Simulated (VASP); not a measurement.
# GaP (F-43m) in VASP: further runs

The runs below take GaP through single point, with r2SCAN.

Program: VASP 6.6.1. These are calculated values, not measurements. Logs are shortened: lines on timing, memory, paths and dates and some standing lists are left out, and cuts for length are marked.

**Measured values to compare with.**

“Stacking defects in GaP nanowires: Electronic structure and optical properties”, 2018, arxiv:1810.01194 quotes, for a bulk crystal of GaP at 10 K: band gap 2.34 eV (indirect).

How close the calculation comes is told below.

### 1 The cell of the first run

Symmetry: F-43m, No. 216, cubic system. Conventional cell: a = 5.558 Å, b = 5.558 Å, c = 5.558 Å, α = 90.00°, β = 90.00°, γ = 90.00°. Ga (site symmetry -43m) has 4 P at 2.41 Å within 3.2 Å. Within 3.2 Å of P (site symmetry -43m) lie 4 Ga at 2.41 Å.

### 2 Single point, r2SCAN (volume changed by +6%)

The input, POSCAR:

```
GaP
1.0
    0.0000000000      2.7788631926      2.7788631926
    2.7788631926      0.0000000000      2.7788631926
    2.7788631926      2.7788631926      0.0000000000
Ga P
1 1
Direct
    0.0000000000      0.0000000000      0.0000000000
    0.2500000000      0.2500000000      0.2500000000
```

The input, INCAR.step1:

```
ALGO = Normal
EDIFF = 1E-4
ENCUT = 520
GGA = PE
ISMEAR = 0
LASPH = T
LCHARG = F
LREAL = F
LWAVE = T
NBANDS = 16
NELM = 80
PREC = Accurate
SIGMA = 0.01
```

The input, INCAR.step2:

```
ALGO = Normal
EDIFF = 1E-6
ENCUT = 520
ISIF = 2
ISMEAR = 0
ISTART = 1
LASPH = T
LCHARG = F
LMIXTAU = T
LREAL = F
LWAVE = F
METAGGA = R2SCAN
NBANDS = 16
NELM = 80
PREC = Accurate
SIGMA = 0.01
```

The input, KPOINTS:

```
k-points
0
Gamma
  6 6 6
```

Potentials or basis: VASP PAW PBE potentials, release 64 (Ga_d, P).

Started as:

```console
$ cat potpaw_PBE.64/Ga_d/POTCAR potpaw_PBE.64/P/POTCAR > POTCAR
$ cp INCAR.step1 INCAR
$ mpirun -np 1 vasp_std > vasp.out
$ cp INCAR.step2 INCAR
$ mpirun -np 1 vasp_std > vasp.out
```

OUTCAR:

```text
EDIFF = 1E-6
   ENCUT = 520
   ISIF = 2
   ISMEAR = 0
   ISTART = 1
   LASPH = T
   LREAL = F
   METAGGA = R2SCAN
   NELM = 80
   PREC = Accurate

 ion  position               nearest neighbor table
   1  0.000  0.000  0.000-   2 2.41   2 2.41   2 2.41   2 2.41
   2  0.250  0.250  0.250-   1 2.41   1 2.41   1 2.41   1 2.41

  LATTYP: Found a face centered cubic cell.
 ALAT       =     5.5577263852

  Lattice vectors:

 A1 = (   0.0000000000,   2.7788631926,   2.7788631926)
 A2 = (   2.7788631926,   0.0000000000,   2.7788631926)
 A3 = (   2.7788631926,   2.7788631926,   0.0000000000)

Analysis of symmetry for initial positions (statically):
=====================================================================
 Subroutine PRICEL returns:
 Original cell was already a primitive cell.

 Routine SETGRP: Setting up the symmetry group for a
 face centered cubic supercell.

 Subroutine GETGRP returns: Found 24 space group operations
 (whereof 24 operations were pure point group operations)
 out of a pool of 48 trial point group operations.

The static configuration has the point symmetry T_d .

Analysis of symmetry for dynamics (positions and initial velocities):
=====================================================================
 Subroutine PRICEL returns:
 Original cell was already a primitive cell.

 Routine SETGRP: Setting up the symmetry group for a
 face centered cubic supercell.

 Subroutine GETGRP returns: Found 24 space group operations
 (whereof 24 operations were pure point group operations)
 out of a pool of 48 trial point group operations.

The dynamic configuration has the point symmetry T_d .

 Subroutine INISYM returns: Found 24 space group operations
 (whereof 24 operations are pure point group operations),
 and found     1 'primitive' translations

----------------------------------------------------------------------------------------

                                     Primitive cell

  volume of cell :      42.9172

  direct lattice vectors                    reciprocal lattice vectors
     0.000000000  2.778863193  2.778863193    -0.179929693  0.179929693  0.179929693
     2.778863193  0.000000000  2.778863193     0.179929693 -0.179929693  0.179929693
     2.778863193  2.778863193  0.000000000     0.179929693  0.179929693 -0.179929693

  length of vectors
[... 71 lines left out ...]
   ENCUT  =  520.0 eV  38.22 Ry    6.18 a.u.   7.31  7.31  7.31*2*pi/ulx,y,z
   NELM   =     80;   NELMIN=  2; NELMDL=  0     # of ELM steps
   EDIFF  = 0.1E-05   stopping-criterion for ELM
   LREAL  =      F    real-space projection
   EDIFFG = 0.1E-04   stopping-criterion for IOM
   NSW    =      0    number of steps for IOM
   IBRION =     -1    ionic relax: 0-MD 1-quasi-New 2-CG
   NFREE  =      0    steps in history (QN), initial steepest desc. (CG)
   ISIF   =      2    stress and relaxation
   ISYM   =      2    0-nonsym 1-usesym 2-fastsym
   POTIM  = 0.5000    time-step for ionic-motion
   TEBEG  =    0.0;   TEEND  =   0.0 temperature during run
   PSTRESS=    0.0 pullay stress
   NELECT =      18.0000    total number of electrons
   NUPDOWN=      -1.0000    fix difference up-down
   EMIN   =  10.00;   EMAX   =-10.00  energy-range for DOS
   EFERMI =   0.00;   METHOD = LEGACY
   ISMEAR =     0;   SIGMA  =   0.01  broadening in eV -4-tet -1-fermi 0-gaus
   EFERMI_NEDOS =   21; number of points for ismear=-14 and -15
   IALGO  =     38    algorithm
   IMIX   =      4    mixing-type and parameters
     AMIX     =   0.40;   BMIX     =  1.00
     AMIX_MAG =   1.60;   BMIX_MAG =  1.00
  volume/ion in A,a.u.               =      21.46       144.81
  Fermi-wavevector in a.u.,A,eV,Ry     =   1.225430  2.315727 20.431578  1.501679
  Thomas-Fermi vector in A             =   2.360468
   LORBIT       =      0    0 simple, 1 ext, 2 COOP (PROOUT), +10 PAW based schemes
   METAGGA = R2SCAN    functional components
   LHFCALC =     F    Hartree Fock is set to
   AEXX    =    0.0000 exact exchange contribution
   IVDW    =     0    specifies the selected vdW correction
   LEPSILON=     F    determine dielectric tensor
   LRPA    =     F    only Hartree local field effects (RPA)
 non-spin polarized calculation
 Gauss-broadening in eV      SIGMA  =   0.01
  energy-cutoff  :      520.00
  volume of cell :       42.92
 maximum number of plane-waves:      1173
 NGX is ok and might be reduce to    30
   NGX = 15   NGY = 15   NGZ = 15

 number of electron      18.0000013 magnetization

 Free energy of the ion-electron system (eV)
  ---------------------------------------------------
  ext. energy  EPLUGINS =         0.00000000
  ---------------------------------------------------
  free energy    TOTEN  =       -21.41487171 eV

  energy without entropy =      -21.41487171  energy(sigma->0) =      -21.41487171

 E-fermi :   3.9973     XC(G=0): -10.2645

 val. band max:        3.8849540102   @ k =   0.0000   0.0000   0.0000
 cond. band min:       5.7202888646   @ k =   0.0000   0.0000   0.0000
 fundamental gap:      1.8353348543
 Fermi energy:         3.9973108355

 k-point     1 :       0.0000    0.0000    0.0000
  band No.  band energies     occupation
      1     -11.0273      2.00000
      2     -11.0273      2.00000
      3     -11.0272      2.00000
      4     -10.9318      2.00000
      5     -10.9318      2.00000
      6      -8.6988      2.00000
[... 281 lines left out ...]
      3     -10.9727      2.00000
      4     -10.9496      2.00000
      5     -10.9200      2.00000
      6      -5.8177      2.00000
[... 8 lines left out ...]
     15      16.1844      0.00000
     16      17.8771      0.00000

------------------------ aborting loop because EDIFF is reached ----------------------------------------

  FORCE on cell =-STRESS in cart. coord.  units (eV):
  Direction    XX          YY          ZZ          XY          YZ          ZX
  --------------------------------------------------------------------------------------
  -------------------------------------------------------------------------------------
  Total       -1.1996087     -1.1996087     -1.1996087     -0.0000000     -0.0000000     -0.0000000
  in kB      -44.7835672    -44.7835672    -44.7835672     -0.0000000     -0.0000000     -0.0000000
  external PRESSURE =     -44.7835672 kB  Pullay stress =       0.0000000 kB

 VOLUME and BASIS-vectors are now :
 -----------------------------------------------------------------------------
  energy-cutoff  :      520.00
  volume of cell :       42.92
      direct lattice vectors                 reciprocal lattice vectors
     0.000000000  2.778863193  2.778863193    -0.179929693  0.179929693  0.179929693
     2.778863193  0.000000000  2.778863193     0.179929693 -0.179929693  0.179929693
     2.778863193  2.778863193  0.000000000     0.179929693  0.179929693 -0.179929693

 POSITION                                       TOTAL-FORCE (eV/Angst)
 -----------------------------------------------------------------------------------
      0.00000      0.00000      0.00000         0.000000     -0.000000      0.000000
      1.38943      1.38943      1.38943        -0.000000      0.000000     -0.000000
 -----------------------------------------------------------------------------------
    total drift:                                0.000004      0.000004      0.000003

  FREE ENERGIE OF THE ION-ELECTRON SYSTEM (eV)
  ---------------------------------------------------
  free  energy   TOTEN  =       -21.4148717111 eV

  energy  without entropy=      -21.4148717111  energy(sigma->0) =      -21.41487171
```

OUTCAR.step1:

```text
EDIFF = 1E-4
   ENCUT = 520
   GGA = PE
   ISMEAR = 0
   LASPH = T
[... 514 lines left out ...]
 -----------------------------------------------------------------------------------
      0.00000      0.00000      0.00000         0.000000      0.000000      0.000000
      1.38943      1.38943      1.38943        -0.000000     -0.000000     -0.000000
 -----------------------------------------------------------------------------------
    total drift:                                0.000002      0.000002      0.000002

  FREE ENERGIE OF THE ION-ELECTRON SYSTEM (eV)
  ---------------------------------------------------
  free  energy   TOTEN  =        -9.1043997794 eV

  energy  without entropy=       -9.1043997794  energy(sigma->0) =       -9.10439978
```

It took 50 s on 1 thread of Intel Xeon 6975P-C (Granite Rapids), shared host; peak memory 0.16 GiB.

Results:

* Free energy: -21.4149 eV
* Pressure: -4.5 GPa
* Band gap on the k mesh: 1.84 eV, direct

Caveat: the cell differs from its parent crystal (volume changed by +6%); the PAW data sets were made with another functional, which shifts forces and pressure a little.

### 3 Single point, r2SCAN

This run uses another cell than the first one, of 20.24 Å³/atom, 0.943 times its volume.

The input, POSCAR:

```
GaP
1.0
    0.0000000000      2.7254102062      2.7254102062
    2.7254102062      0.0000000000      2.7254102062
    2.7254102062      2.7254102062      0.0000000000
Ga P
1 1
Direct
    0.0000000000      0.0000000000      0.0000000000
    0.2500000000      0.2500000000      0.2500000000
```

The input, INCAR.step1:

```
SYSTEM = GaP
PREC = Accurate ; ENCUT = 520
ISMEAR = 0 ; SIGMA = 0.01
LREAL = .False. ; LASPH = .True.
NELM = 80 ; NBANDS = 16
GGA = PE ; ALGO = Normal
EDIFF = 1E-4 ; LWAVE = .True.
LCHARG = .False.
```

The input, INCAR.step2:

```
SYSTEM = GaP
PREC = Accurate ; ENCUT = 520
EDIFF = 1E-6 ; ISMEAR = 0
SIGMA = 0.01 ; LREAL = .False.
LASPH = .True. ; NELM = 80
ALGO = Normal ; ISIF = 2
LWAVE = .False. ; LCHARG = .False.
METAGGA = R2SCAN ; LMIXTAU = .True.
NBANDS = 16 ; ISTART = 1
```

The input, KPOINTS:

```
Automatic mesh
0
Gamma
  8 8 8
  0 0 0
```

Potentials or basis: VASP PAW PBE potentials, release 64 (Ga_d, P).

Started as:

```console
$ cat potpaw_PBE.64/Ga_d/POTCAR potpaw_PBE.64/P/POTCAR > POTCAR
$ cp INCAR.step1 INCAR
$ mpirun -np 1 vasp_std > vasp.out
$ cp INCAR.step2 INCAR
$ mpirun -np 1 vasp_std > vasp.out
```

OUTCAR:

```text
SYSTEM = GaP
   PREC = Accurate
   ENCUT = 520
   EDIFF = 1E-6
   ISMEAR = 0
   LREAL = .False.
   LASPH = .True.
   NELM = 80
   ISIF = 2
   METAGGA = R2SCAN
   ISTART = 1

 ion  position               nearest neighbor table
   1  0.000  0.000  0.000-   2 2.36   2 2.36   2 2.36   2 2.36
   2  0.250  0.250  0.250-   1 2.36   1 2.36   1 2.36   1 2.36

  LATTYP: Found a face centered cubic cell.
 ALAT       =     5.4508204124

  Lattice vectors:

 A1 = (   0.0000000000,   2.7254102062,   2.7254102062)
 A2 = (   2.7254102062,   0.0000000000,   2.7254102062)
 A3 = (   2.7254102062,   2.7254102062,   0.0000000000)

Analysis of symmetry for initial positions (statically):
=====================================================================
 Subroutine PRICEL returns:
 Original cell was already a primitive cell.

 Routine SETGRP: Setting up the symmetry group for a
 face centered cubic supercell.

 Subroutine GETGRP returns: Found 24 space group operations
 (whereof 24 operations were pure point group operations)
 out of a pool of 48 trial point group operations.

The static configuration has the point symmetry T_d .

Analysis of symmetry for dynamics (positions and initial velocities):
=====================================================================
 Subroutine PRICEL returns:
 Original cell was already a primitive cell.

 Routine SETGRP: Setting up the symmetry group for a
 face centered cubic supercell.

 Subroutine GETGRP returns: Found 24 space group operations
 (whereof 24 operations were pure point group operations)
 out of a pool of 48 trial point group operations.

The dynamic configuration has the point symmetry T_d .

 Subroutine INISYM returns: Found 24 space group operations
 (whereof 24 operations are pure point group operations),
 and found     1 'primitive' translations

----------------------------------------------------------------------------------------
[... 112 lines left out ...]
     AMIX     =   0.40;   BMIX     =  1.00
     AMIX_MAG =   1.60;   BMIX_MAG =  1.00
  volume/ion in A,a.u.               =      20.24       136.61
  Fermi-wavevector in a.u.,A,eV,Ry     =   1.249464  2.361145 21.240879  1.561161
  Thomas-Fermi vector in A             =   2.383503
   LORBIT       =      0    0 simple, 1 ext, 2 COOP (PROOUT), +10 PAW based schemes
   METAGGA = R2SCAN    functional components
   LHFCALC =     F    Hartree Fock is set to
   AEXX    =    0.0000 exact exchange contribution
   IVDW    =     0    specifies the selected vdW correction
   LEPSILON=     F    determine dielectric tensor
   LRPA    =     F    only Hartree local field effects (RPA)
 non-spin polarized calculation
 Gauss-broadening in eV      SIGMA  =   0.01
  energy-cutoff  :      520.00
  volume of cell :       40.49
 maximum number of plane-waves:      1106
 NGX is ok and might be reduce to    30
   NGX = 15   NGY = 15   NGZ = 15

 number of electron      17.9999989 magnetization

 Free energy of the ion-electron system (eV)
  ---------------------------------------------------
  ext. energy  EPLUGINS =         0.00000000
  ---------------------------------------------------
  free energy    TOTEN  =       -21.46308717 eV

  energy without entropy =      -21.46308717  energy(sigma->0) =      -21.46308717

 E-fermi :   4.5607     XC(G=0): -10.5480

 val. band max:        4.4602715950   @ k =   0.0000   0.0000   0.0000
 cond. band min:       6.3627742869   @ k =   0.3750   0.3750   0.0000
 fundamental gap:      1.9025026919
 Fermi energy:         4.5607050943

 k-point     1 :       0.0000    0.0000    0.0000
  band No.  band energies     occupation
      1     -10.5287      2.00000
      2     -10.5287      2.00000
      3     -10.5287      2.00000
      4     -10.4151      2.00000
      5     -10.4151      2.00000
      6      -8.5599      2.00000
[... 433 lines left out ...]
      3     -10.4821      2.00000
      4     -10.4206      2.00000
      5     -10.4074      2.00000
      6      -5.9762      2.00000
[... 8 lines left out ...]
     15      17.1284      0.00000
     16      17.7101      0.00000

 [... further k-points ...]

------------------------ aborting loop because EDIFF is reached ----------------------------------------

  FORCE on cell =-STRESS in cart. coord.  units (eV):
  Direction    XX          YY          ZZ          XY          YZ          ZX
  --------------------------------------------------------------------------------------
  -------------------------------------------------------------------------------------
  Total       -0.0071418     -0.0071418     -0.0071418      0.0000000     -0.0000000      0.0000000
  in kB       -0.2826134     -0.2826134     -0.2826134      0.0000000     -0.0000000      0.0000000
  external PRESSURE =      -0.2826134 kB  Pullay stress =       0.0000000 kB

 VOLUME and BASIS-vectors are now :
 -----------------------------------------------------------------------------
  energy-cutoff  :      520.00
  volume of cell :       40.49
      direct lattice vectors                 reciprocal lattice vectors
     0.000000000  2.725410206  2.725410206    -0.183458622  0.183458622  0.183458622
     2.725410206  0.000000000  2.725410206     0.183458622 -0.183458622  0.183458622
     2.725410206  2.725410206  0.000000000     0.183458622  0.183458622 -0.183458622

 POSITION                                       TOTAL-FORCE (eV/Angst)
 -----------------------------------------------------------------------------------
      0.00000      0.00000      0.00000         0.000000      0.000000      0.000000
      1.36271      1.36271      1.36271        -0.000000     -0.000000     -0.000000
 -----------------------------------------------------------------------------------
    total drift:                                0.000010      0.000010      0.000010

  FREE ENERGIE OF THE ION-ELECTRON SYSTEM (eV)
  ---------------------------------------------------
  free  energy   TOTEN  =       -21.4630871661 eV

  energy  without entropy=      -21.4630871661  energy(sigma->0) =      -21.46308717
```

OUTCAR.step1:

```text
SYSTEM = GaP
   PREC = Accurate
   ENCUT = 520
   ISMEAR = 0
   LREAL = .False.
   LASPH = .True.
[... 678 lines left out ...]
      0.00000      0.00000      0.00000         0.000000      0.000000      0.000000
      1.36271      1.36271      1.36271        -0.000000     -0.000000     -0.000000
 -----------------------------------------------------------------------------------
    total drift:                                0.000002      0.000002      0.000002

  FREE ENERGIE OF THE ION-ELECTRON SYSTEM (eV)
  ---------------------------------------------------
  free  energy   TOTEN  =        -9.1161577883 eV

  energy  without entropy=       -9.1161577883  energy(sigma->0) =       -9.11615779
```

It took 81 s on 1 thread of Intel Xeon 6975P-C (Granite Rapids), shared host; peak memory 0.17 GiB.

What came out:

```
Free energy            : -21.4631 eV
Pressure               : 0.0 GPa
Band gap on the k mesh : 1.90 eV, indirect (least direct gap 2.34 eV)
```

Caveat: the PAW data sets were made with another functional, which shifts forces and pressure a little.

### 4 Comparison with measurements

Step 3. A measured gap of GaP is 2.34 eV (indirect; 10 K; quoted in “Stacking defects in GaP nanowires: Electronic structure and optical properties”, 2018, arxiv:1810.01194); the calculated 1.90 eV misses it by -0.44 eV. Spin-orbit coupling on Ga is left out. The value is that of r2SCAN on a finite k mesh, which can miss the band edges, without temperature or zero-point motion.
